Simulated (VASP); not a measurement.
Wanted: the native input for a VASP 6.6.1 run.

| Property | Result |
| --- | --- |
| Task | single point |
| Functional | r2SCAN |
| Potentials or basis | VASP PAW PBE potentials, release 64 (Li_sv, H) |
| Cutoff | 830 eV |
| k mesh | 8 × 8 × 8 |
| Occupations | methfessel-paxton, width 0.05 eV |
| Spin | no spin polarisation |
| Dipole correction | no |
| Further INCAR settings | ALGO = Normal; EDIFF = 1e-06; NBANDS = 9 |

The system is LiH.

```
CELL_PARAMETERS angstrom
0.00000 2.14512 2.14512
2.14512 0.00000 2.14512
2.14512 2.14512 0.00000
ATOMIC_POSITIONS crystal
Li 0.00000 0.00000 0.00000
H 0.25000 0.25000 0.25000
```

One way to write it, as run:

POSCAR

```
LiH
1.0
    0.0000000000      2.1451220099      2.1451220099
    2.1451220099      0.0000000000      2.1451220099
    2.1451220099      2.1451220099      0.0000000000
Li H
1 1
Direct
    0.0000000000      0.0000000000      0.0000000000
    0.2500000000      0.2500000000      0.2500000000
```

INCAR.step1

```
PREC     = Accurate       # precision mode
ENCUT    = 830            # plane-wave cutoff, eV
ISMEAR   = 1              # smearing method
SIGMA    = 0.05           # smearing width, eV
LREAL    = False          # projectors in reciprocal space
LASPH    = True           # aspherical terms in the spheres
NELM     = 120            # most SCF steps
NBANDS   = 9              # bands
GGA      = PE             # functional
ALGO     = Normal         # electronic algorithm
EDIFF    = 1E-5           # SCF threshold, eV
LWAVE    = True           # write WAVECAR
LCHARG   = False          # write CHGCAR
GGA_COMPAT= False
```

INCAR.step2

```
PREC     = Accurate       # precision mode
ENCUT    = 830            # plane-wave cutoff, eV
EDIFF    = 1E-6           # SCF threshold, eV
ISMEAR   = 1              # smearing method
SIGMA    = 0.05           # smearing width, eV
LREAL    = False          # projectors in reciprocal space
LASPH    = True           # aspherical terms in the spheres
NELM     = 120            # most SCF steps
ALGO     = Normal         # electronic algorithm
ISIF     = 2              # what is computed and relaxed
LWAVE    = False          # write WAVECAR
LCHARG   = False          # write CHGCAR
METAGGA  = R2SCAN         # meta-GGA
LMIXTAU  = True         
NBANDS   = 9              # bands
ISTART   = 1            
GGA_COMPAT= False
```

KPOINTS

```
regular mesh
0
Gamma
  8 8 8
```

Potentials or basis: VASP PAW PBE potentials, release 64 (Li_sv, H).

Launch:

```bash
$ cat potpaw_PBE.64/Li_sv/POTCAR potpaw_PBE.64/H/POTCAR > POTCAR
$ cp INCAR.step1 INCAR
$ mpirun -np 1 vasp_std > vasp.out
$ cp INCAR.step2 INCAR
$ mpirun -np 1 vasp_std > vasp.out
```

It gave:

| Quantity | Value |
| --- | --- |
| Pressure | -0.1 GPa |
| Band gap on the k mesh | 4.78 eV, indirect (least direct gap 5.85 eV) |

Caveat: the PAW data sets were made with another functional, which shifts forces and pressure a little.

Wall time 2.1 min on 1 thread of Intel Xeon 8259CL, with other jobs on the host, peak memory 0.17 GiB.
